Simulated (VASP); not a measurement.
Wanted: the native input for a VASP 6.6.1 run.

| Quantity | Value |
| --- | --- |
| Task | single point |
| Functional | r2SCAN |
| Potentials or basis | VASP PAW PBE potentials, release 64 (B, P) |
| Cutoff | 520 eV |
| k mesh | 12 × 12 × 12 |
| Occupations | gaussian, width 0.05 eV |
| Spin | no spin polarisation |
| Dipole correction | no |
| Further INCAR settings | ALGO = Normal; EDIFF = 1e-07; NBANDS = 11 |

BP:

```xyz
2
Lattice="0.0000 2.2317 2.3433 2.2317 0.0000 2.3433 2.2317 2.2317 0.0000" Properties=species:S:1:pos:R:3 pbc="T T T"
B     0.0000    0.0000    0.0000
P     3.3475    3.3475    3.5149
```

This cell differs from its parent crystal: ratio of the length along z to the lengths across it x 1.05, volume and fractional coordinates fixed.

These files were run (other wordings do the same):

POSCAR

```
BP
1.0
    0.0000000000      2.2316754669      2.3432592403
    2.2316754669      0.0000000000      2.3432592403
    2.2316754669      2.2316754669      0.0000000000
B P
1 1
Direct
    0.0000000000      0.0000000000      0.0000000000
    0.7500000000      0.7500000000      0.7500000000
```

INCAR.step1

```
  PREC = Accurate
  ENCUT = 520
  ISMEAR = 0
  SIGMA = 0.05
  LREAL = False
  LASPH = True
  NELM = 60
  NBANDS = 11
  GGA = PE
  ALGO = Normal
  EDIFF = 1E-4
  LWAVE = True
  LCHARG = False
```

INCAR.step2

```
  PREC = Accurate
  ENCUT = 520
  EDIFF = 1E-7
  ISMEAR = 0
  SIGMA = 0.05
  LREAL = False
  LASPH = True
  NELM = 60
  ALGO = Normal
  ISIF = 2
  LWAVE = False
  LCHARG = False
  METAGGA = R2SCAN
  LMIXTAU = True
  NBANDS = 11
  ISTART = 1
```

KPOINTS

```
regular mesh
0
Gamma
  12 12 12
```

Potentials or basis: VASP PAW PBE potentials, release 64 (B, P).

Launch:

```bash
$ cat potpaw_PBE.64/B/POTCAR potpaw_PBE.64/P/POTCAR > POTCAR
$ cp INCAR.step1 INCAR
$ mpirun -np 1 vasp_std > vasp.out
$ cp INCAR.step2 INCAR
$ mpirun -np 1 vasp_std > vasp.out
```

Results of the run:

```json
{
 "Pressure": "-0.5 GPa",
 "Band gap on the k mesh": "1.05 eV, indirect (least direct gap 3.38 eV)"
}
```

Caveat: the PAW data sets were made with another functional, which shifts forces and pressure a little.

Run time: 5.2 min on 1 thread of AMD EPYC 7R43 64-Core Processor (Zen 3), on a shared host, peak memory 0.13 GiB.
